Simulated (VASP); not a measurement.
# AlGa3N4 (Pm) in VASP: notebook

AlGa3N4 is run at these levels: PBEsol; tasks: single point.

Program: VASP 6.6.1. These are calculated values, not measurements. Logs are shortened: lines on timing, memory, paths and dates and some standing lists are left out, and cuts for length are marked.

### Step 1. The cell of the first run

Symmetry: Pm, No. 6, monoclinic system. Conventional cell: a = 5.142 Å, b = 3.165 Å, c = 5.478 Å, α = 90.00°, β = 90.04°, γ = 90.00°. Al (site symmetry m) has 4 N at 1.74 to 2.06 Å within 2.3 Å. Ga (site symmetry m) has 4 N at 1.79 to 2.05 Å within 2.4 Å. Ga (site symmetry m) has 4 N at 1.80 to 2.06 Å within 2.4 Å. Ga (site symmetry m) has 4 N at 1.79 to 2.12 Å within 2.4 Å. Within 2.4 Å of N (site symmetry m) lie 3 Ga at 1.79 to 1.95 Å and 1 Al at 2.06 Å. Within 2.4 Å of N (site symmetry m) lie 2 Ga at 1.80 to 2.12 Å and 2 Al at 1.91 Å. N (site symmetry m) has 4 Ga at 1.79 to 2.05 Å within 2.4 Å. Within 2.3 Å of N (site symmetry m) lie 1 Al at 1.74 Å and 3 Ga at 1.90 to 2.06 Å.

### Step 2. Single point, PBEsol

INCAR reads:

```
SYSTEM = AlGa3N4
PREC = Accurate
ENCUT = 520
EDIFF = 1E-6
ISMEAR = 0
SIGMA = 0.05
LREAL = .False.
LASPH = .True.
NELM = 60
ALGO = Normal
ISIF = 2
LWAVE = .False.
LCHARG = .False.
GGA = PS
NBANDS = 41
```

KPOINTS reads:

```
Automatic mesh
0
Gamma
  6 8 6
  0 0 0
```

POSCAR reads:

```
AlGa3N4
1.0
    5.1423512025      0.0000000000      0.0001215039
    0.0000000000      3.1649848011      0.0000000000
   -0.0035856884      0.0000000000      5.4784941380
Al Ga N
1 3 4
Direct
    0.0006034235      0.5000000000      0.6673576246
    0.4991167026      0.5000000000      0.3349195796
    0.4990273840      0.0000000000      0.8315570006
    0.9998617813      0.0000000000      0.1661805284
    0.1513166829      0.5000000000      0.3188967562
    0.1492939090      0.0000000000      0.8051754004
    0.6520915685      0.0000000000      0.1450156280
    0.6628802754      0.5000000000      0.6460958466
```

Potentials or basis: VASP PAW PBE potentials, release 64 (Al, Ga_d, N).

Started as:

```bash
$ cat potpaw_PBE.64/Al/POTCAR potpaw_PBE.64/Ga_d/POTCAR potpaw_PBE.64/N/POTCAR > POTCAR
$ mpirun -np 1 vasp_std > vasp.out
```

OUTCAR:

```text
SYSTEM = AlGa3N4
   PREC = Accurate
   ENCUT = 520
   EDIFF = 1E-6
   ISMEAR = 0
   LREAL = .False.
   LASPH = .True.
   NELM = 60
   ISIF = 2
   GGA = PS

 ion  position               nearest neighbor table
   1  0.001  0.500  0.667-   8 1.74   6 1.91   6 1.91   5 2.06
   2  0.499  0.500  0.335-   5 1.79   8 1.90   7 2.05   7 2.05
   3  0.499  0.000  0.832-   6 1.80   7 1.89   8 2.06   8 2.06
   4  1.000  0.000  0.166-   7 1.79   5 1.95   5 1.95   6 2.12
   5  0.151  0.500  0.319-   2 1.79   4 1.95   4 1.95   1 2.06
   6  0.149  0.000  0.805-   3 1.80   1 1.91   1 1.91   4 2.12
   7  0.652  0.000  0.145-   4 1.79   3 1.89   2 2.05   2 2.05
   8  0.663  0.500  0.646-   1 1.74   2 1.90   3 2.06   3 2.06

  LATTYP: Found a simple monoclinic cell.
 ALAT       =     5.1423512039
 B/A-ratio  =     0.6154742598
 C/A-ratio  =     1.0653677849
 COS(beta)  =    -0.0006308743

  Lattice vectors:

 A1 = (   5.1423512025,   0.0000000000,   0.0001215039)
 A2 = (   0.0000000000,   3.1649848011,   0.0000000000)
 A3 = (  -0.0035856884,   0.0000000000,   5.4784941380)

Analysis of symmetry for initial positions (statically):
=====================================================================
 Subroutine PRICEL returns:
 Original cell was already a primitive cell.

 Routine SETGRP: Setting up the symmetry group for a
 simple monoclinic supercell.

 Subroutine GETGRP returns: Found  2 space group operations
 (whereof  2 operations were pure point group operations)
 out of a pool of  4 trial point group operations.

The static configuration has the point symmetry C_1h.

Analysis of symmetry for dynamics (positions and initial velocities):
=====================================================================
 Subroutine PRICEL returns:
 Original cell was already a primitive cell.

 Routine SETGRP: Setting up the symmetry group for a
 simple monoclinic supercell.

 Subroutine GETGRP returns: Found  2 space group operations
 (whereof  2 operations were pure point group operations)
 out of a pool of  4 trial point group operations.

The dynamic configuration has the point symmetry C_1h.

 Subroutine INISYM returns: Found  2 space group operations
 (whereof  2 operations are pure point group operations),
 and found     1 'primitive' translations

----------------------------------------------------------------------------------------

                                     Primitive cell

  volume of cell :      89.1650

  direct lattice vectors                    reciprocal lattice vectors
     5.142351203  0.000000000  0.000121504     0.194463572  0.000000000  0.000127277
     0.000000000  3.164984801  0.000000000     0.000000000  0.315957283  0.000000000
    -0.003585688  0.000000000  5.478494138    -0.000004313  0.000000000  0.182531907

  length of vectors
     5.142351204  3.164984801  5.478495311     0.194463614  0.315957283  0.182531907

  position of ions in fractional coordinates (direct lattice)
     0.000603424  0.500000000  0.667357625
     0.499116703  0.500000000  0.334919580
     0.499027384  0.000000000  0.831557001
     0.999861781  0.000000000  0.166180528
     0.151316683  0.500000000  0.318896756
     0.149293909  0.000000000  0.805175400
     0.652091568  0.000000000  0.145015628
     0.662880275  0.500000000  0.646095847

  ion indices of the primitive-cell ions
   primitive index   ion index
                 1           1
                 2           2
                 3           3
                 4           4
                 5           5
                 6           6
                 7           7
                 8           8

----------------------------------------------------------------------------------------

 KPOINTS: Automatic mesh

Automatic generation of k-mesh.
 Grid dimensions read from file:
 generate k-points for:    6    8    6

 Generating k-lattice:

  Cartesian coordinates                     Fractional coordinates (reciprocal lattice)
     0.032410595  0.000000000  0.000021213     0.166666667  0.000000000 -0.000000000
     0.000000000  0.039494660  0.000000000     0.000000000  0.125000000  0.000000000
    -0.000000719  0.000000000  0.030421985     0.000000000  0.000000000  0.166666667

  Length of vectors
     0.032410602  0.039494660  0.030421985

  Shift w.r.t. Gamma in fractional coordinates (k-lattice)
     0.000000000  0.000000000  0.000000000

 Subroutine IBZKPT returns following result:
 ===========================================

 Found    100 irreducible k-points:

 Following reciprocal coordinates:
            Coordinates               Weight
  0.000000  0.000000  0.000000      1.000000
  0.166667  0.000000 -0.000000      2.000000
  0.333333  0.000000  0.000000      2.000000
  0.500000  0.000000 -0.000000      1.000000
  0.000000  0.125000  0.000000      2.000000
  0.166667  0.125000 -0.000000      4.000000
[... 16 lines left out ...]
  0.333333  0.000000  0.166667      2.000000
  0.500000  0.000000  0.166667      2.000000
 [... further k-points ...]
   k-points           NKPTS =    100   k-points in BZ     NKDIM =    100   number of bands    NBANDS=     41
   number of dos      NEDOS =    301   number of ions     NIONS =      8
   total plane-waves  NPLWV =  40320
   dimension x,y,z NGX =    40 NGY =   24 NGZ =   42
   dimension x,y,z NGXF=    80 NGYF=   48 NGZF=   84
   ions per type =               1   3   4
   NGX,Y,Z   is equivalent  to a cutoff of  12.93, 12.61, 12.74 a.u.
   NGXF,Y,Z  is equivalent  to a cutoff of  25.86, 25.21, 25.49 a.u.
 SYSTEM =  AlGa3N4
   PREC   = accura    normal or accurate (medium, high low for compatibility)
   ISTART =      0    job   : 0-new  1-cont  2-samecut
   ICHARG =      2    charge: 1-file 2-atom 10-const
   ISPIN  =      1    spin polarized calculation?
   LNONCOLLINEAR =      F non collinear calculations
   LSORBIT =      F    spin-orbit coupling
   LASPH  =      T    aspherical Exc in radial PAW
   ENCUT  =  520.0 eV  38.22 Ry    6.18 a.u.   9.56  5.88 10.19*2*pi/ulx,y,z
   NELM   =     60;   NELMIN=  2; NELMDL= -5     # of ELM steps
   EDIFF  = 0.1E-05   stopping-criterion for ELM
   LREAL  =      F    real-space projection
   EDIFFG = 0.1E-04   stopping-criterion for IOM
   NSW    =      0    number of steps for IOM
   IBRION =     -1    ionic relax: 0-MD 1-quasi-New 2-CG
   NFREE  =      0    steps in history (QN), initial steepest desc. (CG)
   ISIF   =      2    stress and relaxation
   ISYM   =      2    0-nonsym 1-usesym 2-fastsym
   POTIM  = 0.5000    time-step for ionic-motion
   TEBEG  =    0.0;   TEEND  =   0.0 temperature during run
   PSTRESS=    0.0 pullay stress
   NELECT =      62.0000    total number of electrons
   NUPDOWN=      -1.0000    fix difference up-down
   EMIN   =  10.00;   EMAX   =-10.00  energy-range for DOS
   EFERMI =   0.00;   METHOD = LEGACY
   ISMEAR =     0;   SIGMA  =   0.05  broadening in eV -4-tet -1-fermi 0-gaus
   EFERMI_NEDOS =   21; number of points for ismear=-14 and -15
   IALGO  =     38    algorithm
   IMIX   =      4    mixing-type and parameters
     AMIX     =   0.40;   BMIX     =  1.00
     AMIX_MAG =   1.60;   BMIX_MAG =  1.00
  volume/ion in A,a.u.               =      11.15        75.21
  Fermi-wavevector in a.u.,A,eV,Ry     =   1.450354  2.740771 28.620199  2.103525
  Thomas-Fermi vector in A             =   2.567975
   LORBIT       =      0    0 simple, 1 ext, 2 COOP (PROOUT), +10 PAW based schemes
   GGA     = PS    functional components
   LHFCALC =     F    Hartree Fock is set to
   AEXX    =    0.0000 exact exchange contribution
   IVDW    =     0    specifies the selected vdW correction
   LEPSILON=     F    determine dielectric tensor
   LRPA    =     F    only Hartree local field effects (RPA)
 non-spin polarized calculation
 Gauss-broadening in eV      SIGMA  =   0.05
  energy-cutoff  :      520.00
  volume of cell :       89.17
 maximum number of plane-waves:      2426
 NGX is ok and might be reduce to    40
   NGX = 19   NGY = 11   NGZ = 21

 number of electron      61.9999982 magnetization

 Free energy of the ion-electron system (eV)
  ---------------------------------------------------
  ext. energy  EPLUGINS =         0.00000000
  ---------------------------------------------------
  free energy    TOTEN  =       -53.97717729 eV

  energy without entropy =      -53.97717729  energy(sigma->0) =      -53.97717729

 E-fermi :   5.8855     XC(G=0): -11.7346

 val. band max:        5.6450646264   @ k =   0.0000   0.0000   0.0000
 cond. band min:       7.7692148432   @ k =   0.0000   0.0000   0.0000
 fundamental gap:      2.1241502167
 Fermi energy:         5.8855261350

 k-point     1 :       0.0000    0.0000    0.0000
  band No.  band energies     occupation
      1     -10.5166      2.00000
      2      -9.5295      2.00000
      3      -9.3417      2.00000
      4      -9.0193      2.00000
      5      -7.9312      2.00000
      6      -7.8518      2.00000
[... 33 lines left out ...]
     40      15.5943      0.00000
     41      15.7524      0.00000

 k-point     2 :       0.1667    0.0000   -0.0000
  band No.  band energies     occupation
      1     -10.4268      2.00000
      2      -9.5479      2.00000
      3      -9.3259      2.00000
      4      -9.0387      2.00000
      5      -7.9266      2.00000
      6      -7.8459      2.00000
[... 33 lines left out ...]
     40      15.6247      0.00000
     41      15.7159      0.00000

 k-point     3 :       0.3333    0.0000    0.0000
  band No.  band energies     occupation
      1     -10.1835      2.00000
      2      -9.6423      2.00000
      3      -9.2907      2.00000
      4      -9.0846      2.00000
      5      -7.9086      2.00000
      6      -7.8488      2.00000
[... 875 lines left out ...]
      2      -9.6480      2.00000
      3      -9.3202      2.00000
      4      -9.0846      2.00000
      5      -7.8996      2.00000
      6      -7.8546      2.00000
[... 33 lines left out ...]
     40      15.6599      0.00000
     41      15.8492      0.00000

 k-point    24 :       0.5000    0.0000    0.1667
  band No.  band energies     occupation
      1      -9.8618      2.00000
      2      -9.8170      2.00000
      3      -9.2863      2.00000
      4      -9.1252      2.00000
      5      -7.8870      2.00000
      6      -7.8661      2.00000
[... 33 lines left out ...]
     40      15.6217      0.00000
     41      15.8828      0.00000

 [... further k-points ...]

------------------------ aborting loop because EDIFF is reached ----------------------------------------

  FORCE on cell =-STRESS in cart. coord.  units (eV):
  Direction    XX          YY          ZZ          XY          YZ          ZX
  --------------------------------------------------------------------------------------
  -------------------------------------------------------------------------------------
  Total       11.5173195     -2.7119267     -1.9059610      0.0000000      0.0000000      2.8481632
  in kB      206.9509512    -48.7297246    -34.2475904      0.0000000      0.0000000     51.1777142
  external PRESSURE =      41.3245454 kB  Pullay stress =       0.0000000 kB

 VOLUME and BASIS-vectors are now :
 -----------------------------------------------------------------------------
  energy-cutoff  :      520.00
  volume of cell :       89.17
      direct lattice vectors                 reciprocal lattice vectors
     5.142351203  0.000000000  0.000121504     0.194463572  0.000000000  0.000127277
     0.000000000  3.164984801  0.000000000     0.000000000  0.315957283  0.000000000
    -0.003585688  0.000000000  5.478494138    -0.000004313  0.000000000  0.182531907

 POSITION                                       TOTAL-FORCE (eV/Angst)
 -----------------------------------------------------------------------------------
      0.00071      1.58249      3.65611         3.135514      0.000000     -0.863066
      2.56543      1.58249      1.83492         2.710420      0.000000     -1.021800
      2.56319      0.00000      4.55574         2.454006      0.000000     -1.067820
      5.14104      0.00000      0.91054         2.548531      0.000000     -0.611638
      0.77698      1.58249      1.74709        -2.738989      0.000000      0.823918
      0.76483      0.00000      4.41117        -2.476748      0.000000      0.636167
      3.35276      0.00000      0.79455        -2.630843      0.000000      1.145035
      3.40645      1.58249      3.53971        -3.001890      0.000000      0.959203
 -----------------------------------------------------------------------------------
    total drift:                               -0.000649      0.000000     -0.000543

  FREE ENERGIE OF THE ION-ELECTRON SYSTEM (eV)
  ---------------------------------------------------
  free  energy   TOTEN  =       -53.9771772872 eV

  energy  without entropy=      -53.9771772872  energy(sigma->0) =      -53.97717729
```

Run time: 5.6 min. Hardware: 1 thread of Oxide Virtual Turin-like, shared host; peak memory 0.36 GiB.

Results:

```
Free energy            : -53.9772 eV
Pressure               : 4.1 GPa
Largest force          : 3.252 eV/Å
Band gap on the k mesh : 2.12 eV, direct
```

Forces on the atoms (eV/Å):
```
Al   3.136  0.000 -0.863
Ga   2.710  0.000 -1.022
Ga   2.454  0.000 -1.068
Ga   2.549  0.000 -0.612
N   -2.739  0.000  0.824
N   -2.477  0.000  0.636
N   -2.631  0.000  1.145
N   -3.002  0.000  0.959
```

Stress tensor (GPa, compression positive):
```
20.70  0.00  5.12
 0.00 -4.87  0.00
 5.12  0.00 -3.42
```

Levels at points of the mesh, in eV from the valence-band top:
```csv
k point,band 27,band 28,band 29,band 30,band 31,band 32,band 33,band 34,band 35,band 36
"(0.00, 0.00, 0.00)",-1.18,-0.79,-0.79,-0.04,0.00,2.12,4.59,4.92,5.42,6.11
"(0.50, 0.00, 0.00)",-1.70,-0.98,-0.80,-0.49,-0.30,4.02,4.13,4.33,4.73,7.54
"(0.00, 0.50, 0.00)",-3.48,-2.52,-2.49,-1.81,-1.77,4.69,4.73,6.68,6.77,7.43
"(0.50, 0.50, 0.00)",-3.13,-2.01,-1.99,-1.86,-1.75,5.39,5.56,5.57,5.76,7.34
"(0.00, 0.00, 0.50)",-2.03,-1.39,-1.22,-0.57,-0.25,4.39,4.61,6.02,6.24,6.86
"(0.50, 0.00, 0.50)",-2.04,-1.75,-1.42,-1.05,-1.03,4.92,5.00,5.18,5.57,7.20
"(0.00, 0.50, 0.50)",-2.84,-2.64,-2.63,-0.77,-0.69,4.66,4.80,5.12,5.24,5.59
"(0.50, 0.50, 0.50)",-2.29,-1.89,-1.73,-1.64,-1.58,3.94,3.98,4.02,4.47,7.20
```

Caveat: the cell differs from its parent crystal (all N atoms moved -0.200 Å, as atom 5 towards its neighbour atom 8 (N) at 3.087 Å); the PAW data sets were made with another functional, which shifts forces and pressure a little.

### Step 3. Single point, PBEsol

INCAR: that of step 2 with these lines changed.

```diff
@@ -8,3 +8,3 @@
 LASPH = .True.
-NELM = 60
+NELM = 100
 ALGO = Normal
```

KPOINTS reads:

```
regular mesh
0
Gamma
  6 8 6
  0 0 0
```

POSCAR reads:

```
AlGa3N4
1.0
    5.1423512025      0.0000000000      0.0001215039
    0.0000000000      3.1649848011      0.0000000000
   -0.0035856884      0.0000000000      5.4784941380
Al Ga N
1 3 4
Direct
    0.0006034235      0.5000000000      0.6673576246
    0.4991167026      0.5000000000      0.3349195796
    0.4990273840      0.0000000000      0.8315570006
    0.9998617813      0.0000000000      0.1661805284
    0.0959328066      0.5000000000      0.3559979093
    0.0939100327      0.0000000000      0.8422765535
    0.5967076922      0.0000000000      0.1821167811
    0.6074963991      0.5000000000      0.6831969997
```

Potentials or basis: VASP PAW PBE potentials, release 64 (Al, Ga_d, N).

Started as:

```bash
$ cat potpaw_PBE.64/Al/POTCAR potpaw_PBE.64/Ga_d/POTCAR potpaw_PBE.64/N/POTCAR > POTCAR
$ mpirun -np 1 vasp_std > vasp.out
```

It took 5.2 min on 1 thread of Oxide Virtual Turin-like, shared host; peak memory 0.36 GiB.

Results (log left out):

```yaml
Free_energy: -54.4886 eV
Pressure: 2.2 GPa
Largest_force: 2.338 eV/Å
Band_gap_on_the_k_mesh: 2.21 eV, direct
```

Forces on the atoms (eV/Å):
```
Al  -1.341  0.000  1.915
Ga  -1.095  0.000  1.216
Ga  -1.067  0.000  1.247
Ga  -1.011  0.000  1.522
N    1.154  0.000 -1.894
N    1.037  0.000 -1.532
N    1.092  0.000 -1.268
N    1.231  0.000 -1.206
```

Stress tensor (GPa, compression positive):
```
-5.48  0.00 -3.34
 0.00  5.53  0.00
-3.34  0.00  6.59
```

Levels at points of the mesh, in eV from the valence-band top:
```
           k point  band 28  band 29  band 30  band 31  band 32  band 33  band 34  band 35
(0.00, 0.00, 0.00)    -1.20    -0.36    -0.23     0.00     2.21     4.29     4.90     5.62
(0.50, 0.00, 0.00)    -1.21    -0.89    -0.74    -0.40     4.20     4.36     4.41     4.89
(0.00, 0.50, 0.00)    -2.59    -2.53    -1.71    -1.64     5.75     5.79     6.65     6.86
(0.50, 0.50, 0.00)    -1.74    -1.45    -1.37    -1.35     5.41     5.59     5.87     6.14
(0.00, 0.00, 0.50)    -1.02    -0.72    -0.62    -0.49     4.39     4.49     5.81     6.17
(0.50, 0.00, 0.50)    -1.78    -1.63    -1.63    -1.25     5.13     5.25     5.37     5.69
(0.00, 0.50, 0.50)    -2.12    -2.00    -1.43    -1.29     4.53     4.98     5.51     5.52
(0.50, 0.50, 0.50)    -1.93    -1.68    -1.59    -1.53     4.18     4.35     4.37     4.71
```

Caveat: the cell differs from its parent crystal (all N atoms moved +0.150 Å, as atom 5 towards its neighbour atom 8 (N) at 3.087 Å); the PAW data sets were made with another functional, which shifts forces and pressure a little.

[end of part 1 of 2]
